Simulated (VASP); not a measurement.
# MgB (Pm-3m) in VASP: a series of runs

The runs below take MgB through vibrations by perturbation theory, elastic constants, with PBEsol, PBE.

Everything below comes from runs of VASP 6.6.1. Logs are shortened: lines on timing, memory, paths and dates and some standing lists are left out, and cuts for length are marked.

## (1) The cell of the first run

Symmetry: Pm-3m, No. 221, cubic system. Conventional cell: a = 2.895 Å, b = 2.895 Å, c = 2.895 Å, α = 90.00°, β = 90.00°, γ = 90.00°. Within 3.3 Å of Mg (site symmetry m-3m) lie 8 B at 2.51 Å and 6 Mg at 2.90 Å. B (site symmetry m-3m) has 8 Mg at 2.51 Å and 6 B at 2.90 Å within 3.3 Å.

## (2) Vibrations by perturbation theory, PBEsol

INCAR reads:

```
SYSTEM = MgB
  ALGO = Normal
  EDIFF = 1E-8
  ENCUT = 520
  GGA = PS
  IBRION = 8
  ISIF = 2
  ISMEAR = -1
  LASPH = .True.
  LCHARG = .True.
  LREAL = .False.
  LWAVE = .False.
  NBANDS = 10
  NELM = 60
  NSW = 1
  PREC = Accurate
  SIGMA = 0.05
```

KPOINTS reads:

```
k-points
0
Gamma
  9 9 9
  0 0 0
```

POSCAR reads:

```
MgB
1.0
    2.8951500000      0.0000000000      0.0000000000
    0.0000000000      2.8951500000      0.0000000000
    0.0000000000      0.0000000000      2.8951500000
Mg B
1 1
Direct
    0.0000000000      0.0000000000      0.0000000000
    0.5000000000      0.5000000000      0.5000000000
```

Potentials or basis: VASP PAW PBE potentials, release 64 (Mg, B).

The run is started by

```bash
> cat potpaw_PBE.64/Mg/POTCAR potpaw_PBE.64/B/POTCAR > POTCAR
> mpirun -np 1 vasp_std > vasp.out
```

OUTCAR:

```text
SYSTEM = MgB
   EDIFF = 1E-8
   ENCUT = 520
   GGA = PS
   IBRION = 8
   ISIF = 2
   ISMEAR = -1
   LASPH = .True.
   LREAL = .False.
   NELM = 60
   NSW = 1
   PREC = Accurate

 ion  position               nearest neighbor table
   1  0.000  0.000  0.000-   2 2.51   2 2.51   2 2.51   2 2.51   2 2.51   2 2.51   2 2.51   2 2.51

   2  0.500  0.500  0.500-   1 2.51   1 2.51   1 2.51   1 2.51   1 2.51   1 2.51   1 2.51   1 2.51

  LATTYP: Found a simple cubic cell.
 ALAT       =     2.8951500000

  Lattice vectors:

 A1 = (   2.8951500000,   0.0000000000,   0.0000000000)
 A2 = (   0.0000000000,   2.8951500000,   0.0000000000)
 A3 = (   0.0000000000,   0.0000000000,   2.8951500000)

Analysis of symmetry for initial positions (statically):
=====================================================================
 Subroutine PRICEL returns:
 Original cell was already a primitive cell.

 Routine SETGRP: Setting up the symmetry group for a
 simple cubic supercell.

 Subroutine GETGRP returns: Found 48 space group operations
 (whereof 48 operations were pure point group operations)
 out of a pool of 48 trial point group operations.

The static configuration has the point symmetry O_h .

Analysis of symmetry for dynamics (positions and initial velocities):
=====================================================================
 Subroutine PRICEL returns:
 Original cell was already a primitive cell.

 Routine SETGRP: Setting up the symmetry group for a
 simple cubic supercell.

 Subroutine GETGRP returns: Found 48 space group operations
 (whereof 48 operations were pure point group operations)
 out of a pool of 48 trial point group operations.

The dynamic configuration has the point symmetry O_h .

 Subroutine INISYM returns: Found 48 space group operations
[... 474 lines left out ...]
  Total       -0.2856079     -0.2856079     -0.2856079      0.0000000      0.0000000     -0.0000000
  in kB      -18.8567813    -18.8567813    -18.8567813      0.0000000      0.0000000     -0.0000000
  external PRESSURE =     -18.8567813 kB  Pullay stress =       0.0000000 kB

 VOLUME and BASIS-vectors are now :
 -----------------------------------------------------------------------------
  energy-cutoff  :      520.00
  volume of cell :       24.27
      direct lattice vectors                 reciprocal lattice vectors
     2.895150000  0.000000000  0.000000000     0.345405247  0.000000000  0.000000000
     0.000000000  2.895150000  0.000000000     0.000000000  0.345405247  0.000000000
     0.000000000  0.000000000  2.895150000     0.000000000  0.000000000  0.345405247

 POSITION                                       TOTAL-FORCE (eV/Angst)
 -----------------------------------------------------------------------------------
      0.00000      0.00000      0.00000         0.000000      0.000000      0.000000
      1.44758      1.44758      1.44758         0.000000      0.000000      0.000000
 -----------------------------------------------------------------------------------
    total drift:                                0.000000     -0.000000     -0.000000

  FREE ENERGIE OF THE ION-ELECTRON SYSTEM (eV)
  ---------------------------------------------------
  free  energy   TOTEN  =        -7.1745569650 eV

  energy  without entropy=       -7.1676692811  energy(sigma->0) =       -7.17111312

[... ionic steps 2 to 3 ...]

--------------------------------------- Ionic step        4  -------------------------------------------

------------------------ aborting loop because EDIFF is reached ----------------------------------------

[... ionic steps 5 to 6 ...]

--------------------------------------- Ionic step        7  -------------------------------------------

 Free energy of the ion-electron system (eV)
  ---------------------------------------------------
  ---------------------------------------------------
  free energy    TOTEN  =        -0.03389147 eV

  energy without entropy =       -0.03389147

------------------------ aborting loop because EDIFF is reached ----------------------------------------

 INTERNAL STRAIN TENSOR  FOR ION    2  DIRECTION 1   (eV/Angst):
 -----------------------------------------------------------------------------
    -0.01369  0.00000  0.00000
    -0.00000  0.00722 -0.00000
     0.00000 -0.00000  0.00722

 INTERNAL STRAIN TENSOR FOR ION    2 for displacements in x,y,z  (eV/Angst):
          X           Y           Z          XY          YZ          ZX
  --------------------------------------------------------------------------------
  x     0.00000     0.00000     0.00000     0.00000     0.00000     0.00000
  y     0.00000     0.00000     0.00000     0.00000     0.00000     0.00000
  z     0.00000     0.00000     0.00000     0.00000     0.00000     0.00000

 SECOND DERIVATIVES (NOT SYMMETRIZED)
 ------------------------------------
               1X          1Y          1Z          2X          2Y          2Z
  1X    -4.140106   -0.000000   -0.000000    4.140106    0.000000    0.000000
  1Y    -0.000000   -4.140106   -0.000000    0.000000    4.140106    0.000000
  1Z    -0.000000   -0.000000   -4.140106    0.000000    0.000000    4.140106
  2X     4.140093   -0.000000   -0.000000   -4.140093    0.000000    0.000000
  2Y    -0.000000    4.140093    0.000000    0.000000   -4.140093   -0.000000
  2Z    -0.000000   -0.000000    4.140093    0.000000    0.000000   -4.140093

 Eigenvectors and eigenvalues of the dynamical matrix
 ----------------------------------------------------

   1 f  =   11.628609 THz    73.064702 2PiTHz  387.888629 cm-1    48.092039 meV
             X         Y         Z           dx          dy          dz
      0.000000  0.000000  0.000000    -0.518247   -0.198207   -0.000000
      1.447575  1.447575  1.447575     0.777054    0.297189    0.000000
[... 21 lines left out ...]
   6 f/i=    0.000008 THz     0.000053 2PiTHz    0.000283 cm-1     0.000035 meV
             X         Y         Z           dx          dy          dz
      0.000000  0.000000  0.000000    -0.248013    0.794118    0.000000
      1.447575  1.447575  1.447575    -0.165409    0.529628    0.000000

--------------------------------------------------------------------------------------------------------

 ELASTIC MODULI CONTR FROM IONIC RELAXATION (kBar)
 Direction    XX          YY          ZZ          XY          YZ          ZX
 --------------------------------------------------------------------------------
 XX           0.0000      0.0000      0.0000      0.0000      0.0000      0.0000
 YY           0.0000      0.0000      0.0000      0.0000      0.0000      0.0000
 ZZ           0.0000      0.0000      0.0000      0.0000      0.0000      0.0000
 XY           0.0000      0.0000      0.0000      0.0000      0.0000      0.0000
 YZ           0.0000      0.0000      0.0000      0.0000      0.0000      0.0000
 ZX           0.0000      0.0000      0.0000      0.0000      0.0000      0.0000
 --------------------------------------------------------------------------------
```

OSZICAR:

```text
N       E                     dE             d eps       ncg     rms          rms(c)
DAV:   1     0.579168950875E+00    0.57917E+00   -0.19547E+03   764   0.347E+02
DAV:   2    -0.719612421908E+01   -0.77753E+01   -0.76288E+01   862   0.580E+01
[... 34 lines left out ...]
RMM:   4    -0.339125873885E-01   -0.27794E-03   -0.34021E-05  2366   0.278E-02    0.689E-03
RMM:   5    -0.338926508633E-01    0.19937E-04   -0.50105E-07  2520   0.418E-03    0.306E-04
RMM:   6    -0.338921139162E-01    0.53695E-06   -0.26261E-09  2595   0.290E-04    0.187E-04
RMM:   7    -0.338914838209E-01    0.63010E-06   -0.37304E-10  2634   0.106E-04    0.500E-06
RMM:   8    -0.338914686519E-01    0.15169E-07   -0.18375E-10  2654   0.156E-05    0.269E-06
RMM:   9    -0.338914695905E-01   -0.93863E-09   -0.21379E-10  2404   0.101E-05    0.298E-07
 Linear response finished
```

stdout:

```text
POSCAR found type information on POSCAR MgB
 POSCAR found :  2 types and       2 ions
 scaLAPACK will be used
 -----------------------------------------------------------------------------
|                                                                             |
|                                                                             |
|     You enforced a specific xc type in the INCAR file but a different       |
|     I HOPE YOU KNOW WHAT YOU ARE DOING!                                     |
|                                                                             |
 -----------------------------------------------------------------------------

 LDA part: xc-table for (Slater+PW92), standard interpolation
 POSCAR, INCAR and KPOINTS ok, starting setup
 FFT: planning ... GRIDC
 FFT: planning ... GRID_SOFT
 FFT: planning ... GRID
 WAVECAR not read
 entering main loop
 Linear response reoptimize wavefunctions to high precision
 Linear response DOF=           2
 Linear response progress:
 first order change of Fermi-energy   0.13937E-03
 force on displaced ion       1 direction 1 :  -4.140   0.000  -0.000
 Linear response progress:
 first order change of Fermi-energy  -0.78535E-03
 force on displaced ion       2 direction 1 :  -4.140  -0.000   0.000
 Linear response finished
```

Wall time 70 s (1 thread of Intel Xeon 8259CL, shared host); peak memory 0.19 GiB.

What came out:

```
Highest phonon frequency at Γ : 388 cm⁻¹
```

Phonon frequencies in cm⁻¹ (negative: imaginary):
```csv
q point,frequencies
"(0.000, 0.000, 0.000)",0 0 0 388 388 388
```

Caveat: the cell stands under pressure or tension, which shifts response properties; the PAW data sets were made with another functional, which shifts forces and pressure a little.

(Continued in part 2 of 2.)
